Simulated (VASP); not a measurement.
# GaSb (Immm) in VASP: further runs

GaSb is run at these levels: PBE; tasks: single point.

Everything below comes from runs of VASP 6.6.1. Logs are shortened: lines on timing, memory, paths and dates and some standing lists are left out, and cuts for length are marked.

## 1. The cell of the first run

Symmetry: Immm, No. 71, orthorhombic system. The conventional cell has a = 2.989 Å, b = 5.233 Å, c = 5.815 Å, α = 90.00°, β = 90.00°, γ = 90.00°. Within 3.8 Å of Ga (site symmetry mmm) lie 6 Sb at 2.91 to 3.01 Å and 2 Ga at 2.99 Å. Sb (site symmetry mmm) has 6 Ga at 2.91 to 3.01 Å and 2 Sb at 2.99 Å within 3.8 Å.

## 2. Single point, PBE

Contents of INCAR:

```
SYSTEM = GaSb
  ALGO = Normal
  EDIFF = 1E-6
  ENCUT = 520
  GGA = PE
  ISIF = 2
  ISMEAR = 0
  LASPH = .True.
  LCHARG = .True.
  LELF = .True.
  LREAL = .False.
  LVHAR = .True.
  LWAVE = .False.
  NBANDS = 16
  NELM = 80
  PREC = Accurate
  SIGMA = 0.15
```

Contents of KPOINTS:

```
k-points
0
Gamma
  18 18 18
  0 0 0
```

Contents of POSCAR:

```
GaSb
1.0
   -1.4947127667      2.6167418048      2.9073621959
    1.4947127667     -2.6167418048      2.9073621959
    1.4947127667      2.6167418048     -2.9073621959
Ga Sb
1 1
Direct
    0.0000000000      0.0000000000      0.0000000000
    0.5000000000      0.5000000000      0.0000000000
```

Potentials or basis: VASP PAW PBE potentials, release 64 (Ga_d, Sb).

Command:

```
cat potpaw_PBE.64/Ga_d/POTCAR potpaw_PBE.64/Sb/POTCAR > POTCAR
mpirun -np 1 vasp_std > vasp.out
```

OUTCAR:

```text
SYSTEM = GaSb
   EDIFF = 1E-6
   ENCUT = 520
   GGA = PE
   ISIF = 2
   ISMEAR = 0
   LASPH = .True.
   LREAL = .False.
   NELM = 80
   PREC = Accurate

 ion  position               nearest neighbor table
   1  0.000  0.000  0.000-   2 2.91   2 2.91   2 3.01   2 3.01   2 3.01   2 3.01
   2  0.500  0.500  0.000-   1 2.91   1 2.91   1 3.01   1 3.01   1 3.01   1 3.01

  LATTYP: Found a body centered orthorhombic cell.
 ALAT       =     2.9894255334
 B/A-ratio  =     1.7506653205
 C/A-ratio  =     1.9450975871

  Lattice vectors:

 A1 = (  -1.4947127667,   2.6167418048,   2.9073621959)
 A2 = (   1.4947127667,  -2.6167418048,   2.9073621959)
 A3 = (   1.4947127667,   2.6167418048,  -2.9073621959)

Analysis of symmetry for initial positions (statically):
=====================================================================
 Subroutine PRICEL returns:
 Original cell was already a primitive cell.

 Routine SETGRP: Setting up the symmetry group for a
 body centered orthorhombic supercell.

 Subroutine GETGRP returns: Found  8 space group operations
 (whereof  8 operations were pure point group operations)
 out of a pool of  8 trial point group operations.

The static configuration has the point symmetry D_2h.

Analysis of symmetry for dynamics (positions and initial velocities):
=====================================================================
 Subroutine PRICEL returns:
 Original cell was already a primitive cell.

 Routine SETGRP: Setting up the symmetry group for a
 body centered orthorhombic supercell.

 Subroutine GETGRP returns: Found  8 space group operations
 (whereof  8 operations were pure point group operations)
 out of a pool of  8 trial point group operations.

The dynamic configuration has the point symmetry D_2h.

 Subroutine INISYM returns: Found  8 space group operations
 (whereof  8 operations are pure point group operations),
 and found     1 'primitive' translations

----------------------------------------------------------------------------------------

                                     Primitive cell

  volume of cell :      45.4860

  direct lattice vectors                    reciprocal lattice vectors
    -1.494712767  2.616741805  2.907362196     0.000000000  0.191077316  0.171977197
     1.494712767 -2.616741805  2.907362196     0.334512430  0.000000000  0.171977197
     1.494712767  2.616741805 -2.907362196     0.334512430  0.191077316  0.000000000

  length of vectors
     4.187392848  4.187392848  4.187392848     0.257073329  0.376131256  0.385239025

  position of ions in fractional coordinates (direct lattice)
     0.000000000  0.000000000  0.000000000
     0.500000000  0.500000000  0.000000000

  ion indices of the primitive-cell ions
   primitive index   ion index
                 1           1
                 2           2

----------------------------------------------------------------------------------------

 KPOINTS: k-points

Automatic generation of k-mesh.
 Grid dimensions read from file:
 generate k-points for:   18   18   18

 Generating k-lattice:

  Cartesian coordinates                     Fractional coordinates (reciprocal lattice)
     0.000000000  0.010615406  0.009554289     0.055555556  0.000000000  0.000000000
     0.018584024  0.000000000  0.009554289     0.000000000  0.055555556  0.000000000
     0.018584024  0.010615406  0.000000000     0.000000000  0.000000000  0.055555556

  Length of vectors
     0.014281852  0.020896181  0.021402168

  Shift w.r.t. Gamma in fractional coordinates (k-lattice)
     0.000000000  0.000000000  0.000000000

 Subroutine IBZKPT returns following result:
 ===========================================

 Found    865 irreducible k-points:

 Following reciprocal coordinates:
            Coordinates               Weight
  0.000000  0.000000  0.000000      1.000000
  0.055556  0.000000 -0.000000      4.000000
  0.111111  0.000000 -0.000000      4.000000
  0.166667  0.000000 -0.000000      4.000000
  0.222222  0.000000 -0.000000      4.000000
  0.277778  0.000000 -0.000000      4.000000
[... 16 lines left out ...]
 -0.333333  0.055556  0.000000      8.000000
 -0.277778  0.055556  0.000000      8.000000
 [... further k-points ...]
   k-points           NKPTS =    865   k-points in BZ     NKDIM =    865   number of bands    NBANDS=     16
   number of dos      NEDOS =    301   number of ions     NIONS =      2
   total plane-waves  NPLWV =  32768
   dimension x,y,z NGX =    32 NGY =   32 NGZ =   32
   dimension x,y,z NGXF=    64 NGYF=   64 NGZF=   64
   ions per type =               1   1
   NGX,Y,Z   is equivalent  to a cutoff of  12.70, 12.70, 12.70 a.u.
   NGXF,Y,Z  is equivalent  to a cutoff of  25.41, 25.41, 25.41 a.u.
 SYSTEM =  GaSb
   PREC   = accura    normal or accurate (medium, high low for compatibility)
   ISTART =      0    job   : 0-new  1-cont  2-samecut
   ICHARG =      2    charge: 1-file 2-atom 10-const
   ISPIN  =      1    spin polarized calculation?
   LNONCOLLINEAR =      F non collinear calculations
   LSORBIT =      F    spin-orbit coupling
   LASPH  =      T    aspherical Exc in radial PAW
   ENCUT  =  520.0 eV  38.22 Ry    6.18 a.u.   7.79  7.79  7.79*2*pi/ulx,y,z
   NELM   =     80;   NELMIN=  2; NELMDL= -5     # of ELM steps
   EDIFF  = 0.1E-05   stopping-criterion for ELM
   LREAL  =      F    real-space projection
   EDIFFG = 0.1E-04   stopping-criterion for IOM
   NSW    =      0    number of steps for IOM
   IBRION =     -1    ionic relax: 0-MD 1-quasi-New 2-CG
   NFREE  =      0    steps in history (QN), initial steepest desc. (CG)
   ISIF   =      2    stress and relaxation
   ISYM   =      2    0-nonsym 1-usesym 2-fastsym
   POTIM  = 0.5000    time-step for ionic-motion
   TEBEG  =    0.0;   TEEND  =   0.0 temperature during run
   PSTRESS=    0.0 pullay stress
   NELECT =      18.0000    total number of electrons
   NUPDOWN=      -1.0000    fix difference up-down
   EMIN   =  10.00;   EMAX   =-10.00  energy-range for DOS
   EFERMI =   0.00;   METHOD = LEGACY
   ISMEAR =     0;   SIGMA  =   0.15  broadening in eV -4-tet -1-fermi 0-gaus
   EFERMI_NEDOS =   21; number of points for ismear=-14 and -15
   IALGO  =     38    algorithm
   IMIX   =      4    mixing-type and parameters
     AMIX     =   0.40;   BMIX     =  1.00
     AMIX_MAG =   1.60;   BMIX_MAG =  1.00
  volume/ion in A,a.u.               =      22.74       153.48
  Fermi-wavevector in a.u.,A,eV,Ry     =   1.201913  2.271286 19.654911  1.444595
  Thomas-Fermi vector in A             =   2.337709
   LORBIT       =      0    0 simple, 1 ext, 2 COOP (PROOUT), +10 PAW based schemes
   GGA     = PE    functional components
   LHFCALC =     F    Hartree Fock is set to
   AEXX    =    0.0000 exact exchange contribution
   IVDW    =     0    specifies the selected vdW correction
   LEPSILON=     F    determine dielectric tensor
   LRPA    =     F    only Hartree local field effects (RPA)
 non-spin polarized calculation
 Gauss-broadening in eV      SIGMA  =   0.15
  energy-cutoff  :      520.00
  volume of cell :       45.49
 maximum number of plane-waves:      1254
   NGX = 15   NGY = 15   NGZ = 15

 number of electron      17.9999998 magnetization

 Free energy of the ion-electron system (eV)
  ---------------------------------------------------
  ext. energy  EPLUGINS =         0.00000000
  ---------------------------------------------------
  free energy    TOTEN  =        -6.92289776 eV

  energy without entropy =       -6.91484144  energy(sigma->0) =       -6.91886960

 E-fermi :   7.2623     XC(G=0): -10.5124

 val. band max:        7.2590071881   @ k =   0.0556   0.4444  -0.0000
 cond. band min:       7.2636725921   @ k =  -0.1667   0.2778   0.1111
 fundamental gap:      0.0046654039
 Fermi energy:         7.2623242086

 k-point     1 :       0.0000    0.0000    0.0000
  band No.  band energies     occupation
      1      -7.7724      2.00000
      2      -7.6558      2.00000
      3      -7.6545      2.00000
      4      -7.6196      2.00000
      5      -7.5817      2.00000
      6      -5.2011      2.00000
[... 8 lines left out ...]
     15      16.2918      0.00000
     16      18.1062      0.00000

 k-point     2 :       0.0556    0.0000   -0.0000
  band No.  band energies     occupation
      1      -7.7722      2.00000
      2      -7.6565      2.00000
      3      -7.6541      2.00000
      4      -7.6196      2.00000
      5      -7.5816      2.00000
      6      -5.1742      2.00000
[... 8 lines left out ...]
     15      16.3030      0.00000
     16      18.0145      0.00000

 k-point     3 :       0.1111    0.0000   -0.0000
  band No.  band energies     occupation
      1      -7.7716      2.00000
      2      -7.6584      2.00000
      3      -7.6529      2.00000
      4      -7.6196      2.00000
      5      -7.5814      2.00000
      6      -5.0938      2.00000
[... 8 lines left out ...]
     15      16.9490      0.00000
     16      17.8530      0.00000

 k-point     4 :       0.1667    0.0000   -0.0000
  band No.  band energies     occupation
      1      -7.7707      2.00000
      2      -7.6613      2.00000
      3      -7.6511      2.00000
      4      -7.6196      2.00000
      5      -7.5811      2.00000
      6      -4.9615      2.00000
[... 8 lines left out ...]
     15      17.3621      0.00000
     16      18.0545      0.00000

 k-point     5 :       0.2222    0.0000   -0.0000
  band No.  band energies     occupation
      1      -7.7697      2.00000
      2      -7.6648      2.00000
      3      -7.6489      2.00000
      4      -7.6197      2.00000
      5      -7.5807      2.00000
      6      -4.7807      2.00000
[... 8 lines left out ...]
     15      17.2510      0.00000
     16      18.3037      0.00000

 k-point     6 :       0.2778    0.0000   -0.0000
  band No.  band energies     occupation
      1      -7.7688      2.00000
      2      -7.6686      2.00000
      3      -7.6466      2.00000
      4      -7.6197      2.00000
      5      -7.5803      2.00000
      6      -4.5576      2.00000
[... 8 lines left out ...]
     15      17.0992      0.00000
     16      18.0841      0.00000

 k-point     7 :       0.3333    0.0000   -0.0000
  band No.  band energies     occupation
      1      -7.7680      2.00000
      2      -7.6721      2.00000
      3      -7.6445      2.00000
      4      -7.6198      2.00000
      5      -7.5798      2.00000
      6      -4.3052      2.00000
[... 8 lines left out ...]
     15      16.9847      0.00000
     16      17.8906      0.00000

 k-point     8 :       0.3889    0.0000   -0.0000
  band No.  band energies     occupation
      1      -7.7674      2.00000
      2      -7.6750      2.00000
      3      -7.6427      2.00000
      4      -7.6199      2.00000
      5      -7.5795      2.00000
      6      -4.0490      2.00000
[... 8 lines left out ...]
     15      16.9796      0.00000
     16      17.7564      0.00000

 k-point     9 :       0.4444    0.0000   -0.0000
  band No.  band energies     occupation
      1      -7.7671      2.00000
      2      -7.6768      2.00000
      3      -7.6416      2.00000
      4      -7.6199      2.00000
      5      -7.5793      2.00000
      6      -3.8396      2.00000
[... 8 lines left out ...]
     15      17.5317      0.00000
     16      17.8700      0.00000
[... 172 lines left out ...]
 k-point    19 :       0.4444    0.0556    0.0000
  band No.  band energies     occupation
      1      -7.7605      2.00000
      2      -7.6773      2.00000
      3      -7.6407      2.00000
      4      -7.6236      2.00000
      5      -7.5821      2.00000
      6      -3.7215      2.00000
[... 8 lines left out ...]
     15      18.3706      0.00000
     16      18.5903      0.00000

 k-point    20 :       0.5000    0.0556   -0.0000
  band No.  band energies     occupation
      1      -7.7605      2.00000
      2      -7.6771      2.00000
      3      -7.6407      2.00000
      4      -7.6237      2.00000
      5      -7.5821      2.00000
      6      -3.7111      2.00000
[... 8 lines left out ...]
     15      18.3215      0.00000
     16      18.7494      0.00000

 k-point    21 :      -0.4444    0.0556    0.0000
  band No.  band energies     occupation
      1      -7.7608      2.00000
      2      -7.6756      2.00000
      3      -7.6415      2.00000
      4      -7.6237      2.00000
      5      -7.5822      2.00000
      6      -3.8610      2.00000
[... 8 lines left out ...]
     15      17.6194      0.00000
     16      18.6096      0.00000

 k-point    22 :      -0.3889    0.0556    0.0000
  band No.  band energies     occupation
      1      -7.7613      2.00000
      2      -7.6730      2.00000
      3      -7.6430      2.00000
      4      -7.6236      2.00000
      5      -7.5825      2.00000
      6      -4.0995      2.00000
[... 8 lines left out ...]
     15      17.6025      0.00000
     16      18.6419      0.00000

 k-point    23 :      -0.3333    0.0556    0.0000
  band No.  band energies     occupation
      1      -7.7620      2.00000
      2      -7.6696      2.00000
      3      -7.6450      2.00000
      4      -7.6235      2.00000
      5      -7.5828      2.00000
      6      -4.3588      2.00000
[... 8 lines left out ...]
     15      17.6819      0.00000
     16      18.6920      0.00000

 k-point    24 :      -0.2778    0.0556    0.0000
  band No.  band energies     occupation
      1      -7.7629      2.00000
      2      -7.6659      2.00000
      3      -7.6472      2.00000
      4      -7.6234      2.00000
      5      -7.5832      2.00000
      6      -4.6007      2.00000
[... 8 lines left out ...]
     15      17.7743      0.00000
     16      18.6850      0.00000

 [... further k-points ...]
[... 5 lines left out ...]
  --------------------------------------------------------------------------------------
  -------------------------------------------------------------------------------------
  Total        2.1321684      1.0938571     -0.0419372      0.0000000      0.0000000      0.0000000
  in kB       75.1024918     38.5295048     -1.4771758      0.0000000      0.0000000      0.0000000
  external PRESSURE =      37.3849403 kB  Pullay stress =       0.0000000 kB

 VOLUME and BASIS-vectors are now :
 -----------------------------------------------------------------------------
  energy-cutoff  :      520.00
  volume of cell :       45.49
      direct lattice vectors                 reciprocal lattice vectors
    -1.494712767  2.616741805  2.907362196     0.000000000  0.191077316  0.171977197
     1.494712767 -2.616741805  2.907362196     0.334512430  0.000000000  0.171977197
     1.494712767  2.616741805 -2.907362196     0.334512430  0.191077316  0.000000000

 POSITION                                       TOTAL-FORCE (eV/Angst)
 -----------------------------------------------------------------------------------
      0.00000      0.00000      0.00000        -0.000000      0.000000      0.000000
      0.00000      0.00000      2.90736         0.000000      0.000000     -0.000000
 -----------------------------------------------------------------------------------
    total drift:                                0.000000      0.000000     -0.000000

  FREE ENERGIE OF THE ION-ELECTRON SYSTEM (eV)
  ---------------------------------------------------
  free  energy   TOTEN  =        -6.9228977579 eV

  energy  without entropy=       -6.9148414444  energy(sigma->0) =       -6.91886960
```

It took 12 min on 1 thread of AMD EPYC 7R13, shared host; peak memory 0.69 GiB.

Results:

- Free energy: -6.9229 eV
- Pressure: 3.7 GPa
- Band gap on the k mesh: zero (band 9 reaches 9.31 eV, above the bottom of band 10 at 4.13 eV)

Caveat: spin-orbit coupling is left out, which moves the levels of the heavy elements.

(Continued in part 2 of 2.)
